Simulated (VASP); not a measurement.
# TiAl (Pm-3m) in VASP: notebook, part 2 of 2

VASP 6.6.1. Earlier steps stand in the parts before.

**4. Relaxation of cell and atoms, PBE+D4**

Contents of INCAR:

```
SYSTEM = TiAl
ALGO = Normal
EDIFF = 1E-6
EDIFFG = -0.01
ENCUT = 600
GGA = PE
IBRION = 2
ISIF = 3
ISMEAR = -1
IVDW = 13
LASPH = .True.
LCHARG = .False.
LREAL = .False.
LWAVE = .False.
NELM = 100
NSW = 60
PREC = Accurate
SIGMA = 0.05
```

Contents of KPOINTS:

```
k-points
0
Gamma
  8 8 8
  0 0 0
```

Contents of POSCAR:

```
TiAl
1.0
    3.1790640000      0.0000000000      0.0000000000
    0.0000000000      3.1790640000      0.0000000000
    0.0000000000      0.0000000000      3.1790640000
Ti Al
1 1
Direct
    0.0000000000      0.0000000000      0.0000000000
    0.5000000000      0.5000000000      0.5000000000
```

Potentials or basis: VASP PAW PBE potentials, release 64 (Ti_sv, Al).

The run is started by

```sh
$ cat potpaw_PBE.64/Ti_sv/POTCAR potpaw_PBE.64/Al/POTCAR > POTCAR
$ mpirun -np 1 vasp_std > vasp.out
```

OUTCAR:

```text
SYSTEM = TiAl
   EDIFF = 1E-6
   EDIFFG = -0.01
   ENCUT = 600
   GGA = PE
   IBRION = 2
   ISIF = 3
   ISMEAR = -1
   IVDW = 13
   LASPH = .True.
   LREAL = .False.
   NELM = 100
   NSW = 60
   PREC = Accurate

 ion  position               nearest neighbor table
   1  0.000  0.000  0.000-   2 2.75   2 2.75   2 2.75   2 2.75   2 2.75   2 2.75   2 2.75   2 2.75

   2  0.500  0.500  0.500-   1 2.75   1 2.75   1 2.75   1 2.75   1 2.75   1 2.75   1 2.75   1 2.75

  LATTYP: Found a simple cubic cell.
 ALAT       =     3.1790640000

  Lattice vectors:

 A1 = (   3.1790640000,   0.0000000000,   0.0000000000)
 A2 = (   0.0000000000,   3.1790640000,   0.0000000000)
 A3 = (   0.0000000000,   0.0000000000,   3.1790640000)

Analysis of symmetry for initial positions (statically):
=====================================================================
 Subroutine PRICEL returns:
 Original cell was already a primitive cell.

 Routine SETGRP: Setting up the symmetry group for a
 simple cubic supercell.

 Subroutine GETGRP returns: Found 48 space group operations
 (whereof 48 operations were pure point group operations)
 out of a pool of 48 trial point group operations.

The static configuration has the point symmetry O_h .

Analysis of symmetry for dynamics (positions and initial velocities):
=====================================================================
 Subroutine PRICEL returns:
 Original cell was already a primitive cell.

[... 154 lines left out ...]
  free energy    TOTEN  =       -12.11495007 eV

  energy without entropy =      -12.09208809  energy(sigma->0) =      -12.10351908

------------------------ aborting loop because EDIFF is reached ----------------------------------------

  DFT-D4 for vdW energy calculation

  Edisp (eV):   -0.57514
[... 71 lines left out ...]
--------------------------------------- Ionic step        3  -------------------------------------------

 number of electron      15.0000003 magnetization

 Free energy of the ion-electron system (eV)
  ---------------------------------------------------
  ext. energy  EPLUGINS =         0.00000000
  ---------------------------------------------------
  free energy    TOTEN  =       -12.10816713 eV

  energy without entropy =      -12.08586028  energy(sigma->0) =      -12.09701371

 E-fermi :   8.9691     XC(G=0): -11.1648

 val. band max:        8.9385041382   @ k =   0.3750   0.1250   0.1250
 cond. band min:       8.9798702187   @ k =   0.3750   0.3750   0.2500
 fundamental gap:      0.0413660805
 Fermi energy:         8.9690910322

 k-point     1 :       0.0000    0.0000    0.0000
  band No.  band energies     occupation
      1     -47.8938      2.00000
      2     -24.0940      2.00000
      3     -24.0940      2.00000
      4     -24.0940      2.00000
      5      -0.3881      2.00000
      6       7.4856      2.00000
      7       7.4856      2.00000
      8      10.8140      0.00000
      9      10.8140      0.00000
     10      10.8140      0.00000
     11      13.4702      0.00000
[... 309 lines left out ...]
 k-point    24 :       0.5000    0.3750    0.1250
  band No.  band energies     occupation
      1     -47.8622      2.00000
      2     -24.2507      2.00000
      3     -24.2221      2.00000
      4     -24.0888      2.00000
      5       3.8714      2.00000
      6       5.9294      2.00000
      7       6.9844      2.00000
      8       8.3775      1.99999
      9       9.8845      0.00000
     10       9.9049      0.00000
     11      11.8767      0.00000

 [... further k-points ...]

------------------------ aborting loop because EDIFF is reached ----------------------------------------

  DFT-D4 for vdW energy calculation

  Edisp (eV):   -0.58572
[... 25 lines left out ...]
  FREE ENERGIE OF THE ION-ELECTRON SYSTEM (eV)
  ---------------------------------------------------
  free  energy   TOTEN  =       -12.6938840342 eV

  energy  without entropy=      -12.6715771876  energy(sigma->0) =      -12.68273061

 reached required accuracy - stopping structural energy minimisation
```

OSZICAR:

```text
N       E                     dE             d eps       ncg     rms          rms(c)
DAV:   1     0.999436842075E+02    0.99944E+02   -0.80996E+03   770   0.152E+03
[... 27 lines left out ...]
DAV:   2    -0.121101381895E+02    0.32415E-01   -0.26086E-01   904   0.649E+00    0.374E-01
DAV:   3    -0.121071698564E+02    0.29683E-02   -0.18968E-02   965   0.150E+00    0.108E-01
DAV:   4    -0.121075586052E+02   -0.38875E-03   -0.39998E-03   885   0.397E-01    0.860E-02
DAV:   5    -0.121080363428E+02   -0.47774E-03   -0.63844E-04  1003   0.220E-01    0.430E-02
DAV:   6    -0.121081599054E+02   -0.12356E-03   -0.39799E-04  1151   0.116E-01    0.182E-02
DAV:   7    -0.121081669411E+02   -0.70357E-05   -0.31359E-05  1105   0.519E-02    0.415E-03
DAV:   8    -0.121081671288E+02   -0.18774E-06   -0.22015E-06   792   0.114E-02
   3 F= -.12693884E+02 E0= -.12682731E+02  d E =-.378911E-02
```

It took 20 s on 1 thread of Intel Xeon 6975P-C (Granite Rapids), shared host; peak memory 0.17 GiB.

Results:

* Free energy: -12.6939 eV
* Relaxed volume: 15.78 Å³/atom
* Relaxed cell: a = 3.160 Å, b = 3.160 Å, c = 3.160 Å, α = 90.00°, β = 90.00°, γ = 90.00°
* Space group after relaxing (to 0.05 Å): Pm-3m (No. 221)
* Energy gained by relaxing: 1.9 meV/atom
* Ionic steps: 3
* Pressure after relaxing: 0.0 GPa
* Dispersion energy per atom: -0.293 eV

Step by step:
```tsv
step	energy change (eV)	largest force (eV/Å)	pressure (GPa)	volume (Å³)
1	0.0000	0.0000	-2.09	32.13
2	-0.0020	0.0000	1.47	31.16
3	-0.0038	0.0000	0.03	31.55
```

Final structure:
```xyz
2
Lattice="3.1599 0.0000 0.0000 0.0000 3.1599 0.0000 0.0000 0.0000 3.1599" Properties=species:S:1:pos:R:3 pbc="T T T"
Ti    0.0000    0.0000    0.0000
Al    1.5800    1.5800    1.5800
```

Caveat: pairwise dispersion overbinds metals, which lowers pressure and volume.

**5. Overview**

| task | level | cell | cutoff (eV) | smearing | gap on the mesh (eV) | pressure (GPa) | relaxed volume (Å³/atom) |
| --- | --- | --- | --- | --- | --- | --- | --- |
| single point | PBE | as given | 520 | gaussian 0.025 eV | none | 0.7 | - |
| relaxation of cell and atoms | PBE+D3(BJ) | relaxed | 600 | fermi-dirac 0.05 eV | none | 0.0 | 15.47 |
| relaxation of cell and atoms | PBE+D4 | relaxed | 600 | fermi-dirac 0.05 eV | none | 0.0 | 15.78 |

Alike in all rows: potentials or basis VASP PAW PBE potentials, release 64 (Ti_sv, Al); no spin polarisation; k mesh 8 × 8 × 8.

Caveats: pairwise dispersion overbinds metals, which lowers pressure and volume (some runs).

Total energies depend on the potentials used, so only differences within one code and one set of settings carry meaning.
